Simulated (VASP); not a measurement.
SrAl4Bi2: single point with PBE

Crystal: SrAl4Bi2.

```xyz
7
Lattice="-2.2416 2.2416 7.3107 2.2416 -2.2416 7.3107 2.2416 2.2416 -7.3107" Properties=species:S:1:pos:R:3 pbc="T T T"
Sr    0.0000    0.0000    0.0000
Al    0.0000    2.2416    0.0000
Al    2.2416    0.0000    0.0000
Al    0.0000    0.0000    2.2416
Al    0.0000    0.0000   12.3798
Bi    0.0000    0.0000    5.1726
Bi    0.0000    0.0000    9.4488
```

```json
{"Program": "VASP 6.6.1", "Task": "single point", "Functional": "PBE", "Potentials or basis": "VASP PAW PBE potentials, release 64 (Sr_sv, Al, Bi_d)", "Cutoff": "520 eV", "k mesh": "6 × 6 × 6", "Occupations": "gaussian, width 0.1 eV", "Spin": "no spin polarisation"}
```

| Quantity | Value |
| --- | --- |
| Pressure | 29.0 GPa |
| Largest force | 5.190 eV/Å |
| Band gap on the k mesh | zero (bands 26 and 27 overlap by 0.68 eV) |

Forces on the atoms (eV/Å):
```
Sr   0.000  0.000  0.000
Al   0.000  0.000  0.000
Al   0.000  0.000  0.000
Al   0.000  0.000  5.190
Al   0.000  0.000 -5.190
Bi   0.000  0.000 -0.017
Bi   0.000  0.000  0.017
```

Stress tensor (GPa, compression positive):
```
28.81  0.00  0.00
 0.00 28.81  0.00
 0.00  0.00 29.28
```

Levels at points of the mesh, in eV from the Fermi level:
```tsv
k point	band 23	band 24	band 25	band 26	band 27	band 28	band 29	band 30
(0.00, 0.00, 0.00)	-2.27	-2.27	-1.24	-0.11	0.44	0.48	1.48	1.48
(0.50, 0.00, 0.00)	-1.16	-0.94	-0.90	-0.63	-0.09	0.06	1.11	1.18
(0.50, 0.50, 0.00)	-3.95	-1.19	-0.54	-0.38	0.00	0.31	0.42	0.46
(0.50, 0.50, 0.50)	-2.49	-2.49	-1.51	0.49	0.50	0.77	1.48	1.48
```

Wall time 11 min on 1 thread of AMD EPYC 9R45 96-Core Processor (Zen 5), on a shared host, peak memory 0.55 GiB.

Caveat: the cell stands under pressure; spin-orbit coupling is left out, which moves the levels of the heavy elements; forces of over 1 eV/Å act on the atoms, so gaps and moduli don't describe the material at rest.
